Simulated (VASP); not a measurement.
# NaH (Fm-3m) in VASP: further runs

Runs on NaH. Level: PBE. Tasks: electric field gradients, density of states.

All numbers are computed with VASP 6.6.1; they aren't measurements. Logs are shortened: lines on timing, memory, paths and dates and some standing lists are left out, and cuts for length are marked.

### 1 The cell of the first run

The structure is cubic, space group Fm-3m (No. 225). The conventional cell has a = 4.912 Å, b = 4.912 Å, c = 4.912 Å, α = 90.00°, β = 90.00°, γ = 90.00°. Na (site symmetry m-3m) has 6 H at 2.46 Å within 3.2 Å. H (site symmetry m-3m) has 6 Na at 2.46 Å within 3.2 Å.

### 2 Electric field gradients, PBE (volume scaled by 1.02)

INCAR

```
ALGO = Normal
EDIFF = 1E-8
ENCUT = 520
GGA = PE
ISIF = 2
ISMEAR = -1
LASPH = T
LCHARG = F
LEFG = T
LREAL = F
LWAVE = F
NBANDS = 11
NELM = 100
PREC = Accurate
SIGMA = 0.02
```

KPOINTS

```
k-points
0
Gamma
  9 9 9
```

POSCAR

```
NaH
1.0
    0.0000000000      2.4561594113      2.4561594113
    2.4561594113      0.0000000000      2.4561594113
    2.4561594113      2.4561594113      0.0000000000
Na H
1 1
Direct
    0.0000000000      0.0000000000      0.0000000000
    0.5000000000      0.5000000000      0.5000000000
```

Potentials or basis: VASP PAW PBE potentials, release 64 (Na_pv, H).

Started as:

```
> cat potpaw_PBE.64/Na_pv/POTCAR potpaw_PBE.64/H/POTCAR > POTCAR
> mpirun -np 1 vasp_std > vasp.out
```

OUTCAR:

```text
EDIFF = 1E-8
   ENCUT = 520
   GGA = PE
   ISIF = 2
   ISMEAR = -1
   LASPH = T
   LREAL = F
   NELM = 100
   PREC = Accurate

 ion  position               nearest neighbor table
   1  0.000  0.000  0.000-
   2  0.500  0.500  0.500-

  LATTYP: Found a face centered cubic cell.
 ALAT       =     4.9123188226

  Lattice vectors:

 A1 = (   0.0000000000,   2.4561594113,   2.4561594113)
 A2 = (   2.4561594113,   0.0000000000,   2.4561594113)
 A3 = (   2.4561594113,   2.4561594113,   0.0000000000)

Analysis of symmetry for initial positions (statically):
=====================================================================
 Subroutine PRICEL returns:
 Original cell was already a primitive cell.

 Routine SETGRP: Setting up the symmetry group for a
 face centered cubic supercell.

 Subroutine GETGRP returns: Found 48 space group operations
 (whereof 48 operations were pure point group operations)
 out of a pool of 48 trial point group operations.

The static configuration has the point symmetry O_h .

Analysis of symmetry for dynamics (positions and initial velocities):
=====================================================================
 Subroutine PRICEL returns:
 Original cell was already a primitive cell.

 Routine SETGRP: Setting up the symmetry group for a
 face centered cubic supercell.

 Subroutine GETGRP returns: Found 48 space group operations
 (whereof 48 operations were pure point group operations)
 out of a pool of 48 trial point group operations.

The dynamic configuration has the point symmetry O_h .

 Subroutine INISYM returns: Found 48 space group operations
 (whereof 48 operations are pure point group operations),
 and found     1 'primitive' translations

----------------------------------------------------------------------------------------

                                     Primitive cell

  volume of cell :      29.6346

  direct lattice vectors                    reciprocal lattice vectors
     0.000000000  2.456159411  2.456159411    -0.203569849  0.203569849  0.203569849
     2.456159411  0.000000000  2.456159411     0.203569849 -0.203569849  0.203569849
     2.456159411  2.456159411  0.000000000     0.203569849  0.203569849 -0.203569849

[... 125 lines left out ...]
  ext. energy  EPLUGINS =         0.00000000
  ---------------------------------------------------
  free energy    TOTEN  =        -5.08306628 eV

  energy without entropy =       -5.08306628  energy(sigma->0) =       -5.08306628

 E-fermi :  -0.8351     XC(G=0):  -7.6070

 val. band max:       -1.3262239920   @ k =  -0.3333   0.4444   0.1111
 cond. band min:       2.6463118424   @ k =  -0.4444   0.1111   0.0000
 fundamental gap:      3.9725358344
 Fermi energy:        -0.8351040933

 k-point     1 :       0.0000    0.0000    0.0000
  band No.  band energies     occupation
      1     -23.4556      2.00000
      2     -23.4556      2.00000
      3     -23.4556      2.00000
      4      -4.7459      2.00000
      5       8.7289      0.00000
      6      13.9756      0.00000
      7      13.9756      0.00000
      8      13.9756      0.00000
      9      14.7165      0.00000
     10      14.7165      0.00000
     11      14.7165      0.00000
[... 309 lines left out ...]
 k-point    24 :       0.4444    0.4444    0.0000
  band No.  band energies     occupation
      1     -23.5243      2.00000
      2     -23.4819      2.00000
      3     -23.4819      2.00000
      4      -1.6056      2.00000
      5       3.4827      0.00000
      6       8.6630      0.00000
      7       9.1708      0.00000
      8       9.1708      0.00000
      9      10.1635      0.00000
     10      21.3049      0.00000
     11      23.2115      0.00000

 [... further k-points ...]
[... 5 lines left out ...]
  --------------------------------------------------------------------------------------
  -------------------------------------------------------------------------------------
  Total       -0.2012341     -0.2012341     -0.2012341      0.0000000      0.0000000      0.0000000
  in kB      -10.8795907    -10.8795907    -10.8795907      0.0000000      0.0000000      0.0000000
  external PRESSURE =     -10.8795907 kB  Pullay stress =       0.0000000 kB

 VOLUME and BASIS-vectors are now :
 -----------------------------------------------------------------------------
  energy-cutoff  :      520.00
  volume of cell :       29.63
      direct lattice vectors                 reciprocal lattice vectors
     0.000000000  2.456159411  2.456159411    -0.203569849  0.203569849  0.203569849
     2.456159411  0.000000000  2.456159411     0.203569849 -0.203569849  0.203569849
     2.456159411  2.456159411  0.000000000     0.203569849  0.203569849 -0.203569849

 POSITION                                       TOTAL-FORCE (eV/Angst)
 -----------------------------------------------------------------------------------
      0.00000      0.00000      0.00000         0.000000      0.000000      0.000000
      2.45616      2.45616      2.45616         0.000000     -0.000000     -0.000000
 -----------------------------------------------------------------------------------
    total drift:                               -0.000000     -0.000000     -0.000000

  FREE ENERGIE OF THE ION-ELECTRON SYSTEM (eV)
  ---------------------------------------------------
  free  energy   TOTEN  =        -5.0830662770 eV

  energy  without entropy=       -5.0830662770  energy(sigma->0) =       -5.08306628

 Electric field gradients (V/A^2)
---------------------------------------------------------------------
 ion       V_xx      V_yy      V_zz      V_xy      V_xz      V_yz
---------------------------------------------------------------------
   1      -0.000     0.000     0.000     0.002     0.002     0.002
   2      -0.000     0.000     0.000     0.001     0.001     0.001
---------------------------------------------------------------------

 Electric field gradients after diagonalization (V/A^2)
 (convention: |V_zz| > |V_xx| > |V_yy|)
----------------------------------------------------------------------
 ion       V_xx      V_yy      V_zz     asymmetry (V_yy - V_xx)/ V_zz
----------------------------------------------------------------------
   1      -0.002    -0.002     0.004       0.000
   2      -0.001    -0.001     0.002       0.000
----------------------------------------------------------------------

           NMR quadrupolar parameters

 Cq : quadrupolar parameter    Cq=e*Q*V_zz/h
 eta: asymmetry parameters     (V_yy - V_xx)/ V_zz
 Q  : nuclear electric quadrupole moment in mb (millibarn)
----------------------------------------------------------------------
 ion       Cq(MHz)       eta       Q (mb)
----------------------------------------------------------------------
   1       0.000       0.000       1.000
   2       0.000       0.000       1.000
----------------------------------------------------------------------
```

OSZICAR:

```text
N       E                     dE             d eps       ncg     rms          rms(c)
DAV:   1     0.382167474211E+02    0.38217E+02   -0.45113E+03   779   0.730E+02
DAV:   2    -0.415401631322E+01   -0.42371E+02   -0.41797E+02   809   0.195E+02
DAV:   3    -0.549742609612E+01   -0.13434E+01   -0.13417E+01   924   0.334E+01
DAV:   4    -0.550707113881E+01   -0.96450E-02   -0.96437E-02   909   0.291E+00
DAV:   5    -0.550716428604E+01   -0.93147E-04   -0.93147E-04   887   0.294E-01    0.315E+00
DAV:   6    -0.516737385428E+01    0.33979E+00   -0.34069E-01   904   0.269E+00    0.144E+00
DAV:   7    -0.507806086779E+01    0.89313E-01   -0.32613E-01   863   0.208E+00    0.358E-01
DAV:   8    -0.508318365450E+01   -0.51228E-02   -0.10625E-02   839   0.933E-01    0.709E-02
DAV:   9    -0.508307543946E+01    0.10822E-03   -0.12513E-03   925   0.359E-01    0.229E-02
DAV:  10    -0.508306282782E+01    0.12612E-04   -0.67841E-05   849   0.509E-02    0.458E-03
DAV:  11    -0.508306651814E+01   -0.36903E-05   -0.67374E-06   889   0.114E-02    0.319E-03
DAV:  12    -0.508306626809E+01    0.25005E-06   -0.24467E-07   863   0.331E-03    0.283E-04
DAV:  13    -0.508306627700E+01   -0.89044E-08   -0.58763E-09   892   0.573E-04
   1 F= -.50830663E+01 E0= -.50830663E+01  d E =-.919680E-12
```

It took 8.5 s on 1 thread of Intel Xeon Platinum 8488C (Sapphire Rapids), shared host; peak memory 0.15 GiB.

Results:

- Free energy: -5.0831 eV
- Pressure: -1.1 GPa
- Band gap on the k mesh: 3.97 eV, indirect (least direct gap 4.65 eV)

Caveat: without QUAD_EFG the Cq values of the log hold for a quadrupole moment of 1 mb, not for the nuclei. A k mesh can miss the band edges.

[end of part 1 of 2]
